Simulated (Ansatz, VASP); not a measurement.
Fe in VASP and in Ansatz

INCAR

```
PREC = Accurate
ENCUT = 520
EDIFF = 1E-7
ISMEAR = -1
SIGMA = 0.05
LREAL = F
LASPH = T
NELM = 150
ALGO = Normal
ISIF = 2
LWAVE = F
LCHARG = F
ISPIN = 2
MAGMOM = 3
LORBIT = 11
LMAXMIX = 4
GGA = PS
NBANDS = 14
```

File KPOINTS:

```
Automatic mesh
0
Gamma
  13 13 13
```

The input POSCAR:

```
Fe
1.0
    0.0000000000      1.9798226863      2.0036464209
    1.5278283418      0.0000000000      2.0036464209
    1.5278283418      1.9798226863      0.0000000000
Fe
1
Direct
    0.0000000000      0.0000000000      0.0000000000
```

File input.yaml:

```yaml
crystal:
  lattice:
    - [0.0, 1.9798226863, 2.0036464209]
    - [1.5278283418, 0.0, 2.0036464209]
    - [1.5278283418, 1.9798226863, 0.0]
  atoms:
    - { symbol: Fe, position: [0.0, 0.0, 0.0], spin: 3.0 }
hamiltonian:
  xc: pbesol
  pseudopotentials: { kind: paw }
magnetization:
  spin_polarized: true
kpoints:
  mp_grid: { grid: [13, 13, 13] }
scf:
  occupations: { method: fermi_dirac, width: 0.05 }
output:
  forces: true
  stress: true
  eigenvalues: true
```

Alike in both runs: task single point; functional PBEsol; k mesh 13 × 13 × 13; occupations fermi-dirac, width 0.05 eV; collinear spin.

```csv
,VASP,Ansatz
version,VASP 6.6.1,Ansatz 0.2.0
potentials or method,"VASP PAW PBE potentials, release 64 (Fe)",Ansatz PAW
plane-wave cutoff (eV),520,420
valence electrons in the cell,8,16
```

Ansatz gave:

| Quantity | Value |
| --- | --- |
| gap on the k mesh at the Fermi level (eV) | none |
| pressure (GPa) | -17.9 |
| traceless stress, the component that is largest in VASP (GPa) | -3.69 |
| net moment per atom (μB) | 2.32 |
| size of the moment on the site where the two differ most (μB) | 2.37 |

**Question.** Estimate VASP's values.

**Answer.** gap on the k mesh at the Fermi level (eV): none; pressure (GPa): -17.4; traceless stress, the component that is largest in VASP (GPa): -3.69; net moment per atom (μB): 2.34; size of the moment on the site where the two differ most (μB): 2.34.

VASP's potentials were made for PBE, not for PBEsol. Site moments also hang on the region over which each program counts them. A gap of «none» marks a metal or a gap that the smearing closes. VASP's potentials hold 8 valence electrons a cell and Ansatz's 16, so a difference there can come from the potentials and not from the codes.
